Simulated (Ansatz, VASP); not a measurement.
CaYS6: VASP beside Ansatz

```xyz
8
Lattice="5.5615 0.0000 0.0000 0.0000 5.5615 0.0000 0.0000 0.0000 5.5615" Properties=species:S:1:pos:R:3 pbc="T T T"
Ca    0.0000    0.0000    0.0000
Y     2.7808    2.7808    2.7808
S     0.0000    2.7808    2.7808
S     2.7808    0.0000    2.7808
S     2.7808    2.7808    0.0000
S     2.7808    0.0000    0.0000
S     0.0000    2.7808    0.0000
S     0.0000    0.0000    2.7808
```

Alike in both runs: task relaxation of cell and atoms; functional PBE; k mesh 8 × 8 × 8; occupations gaussian, width 0.1 eV; no spin polarisation.

|  | VASP | Ansatz |
| --- | --- | --- |
| version | VASP 6.6.1 | Ansatz 0.2.0 |
| potentials or method | VASP PAW PBE potentials, release 64 (Ca_sv, Y_sv, S), cutoff 600 eV | scalar-relativistic, plane waves, PAW |
| valence electrons in the cell | 57 | 57 |

|  | VASP | Ansatz | Ansatz less VASP |
| --- | --- | --- | --- |
| gap on the k mesh at the Fermi level, each at its own relaxed structure (eV) | none | none | - |
| relaxed volume (Å³/atom) | 21.22 | 21.21 | -0.003 |
| relaxed cell length with the largest relative difference (Å) | 5.537 | 5.536 | -0.0003 |

A gap of «none» marks a metal or a gap that the smearing closes.
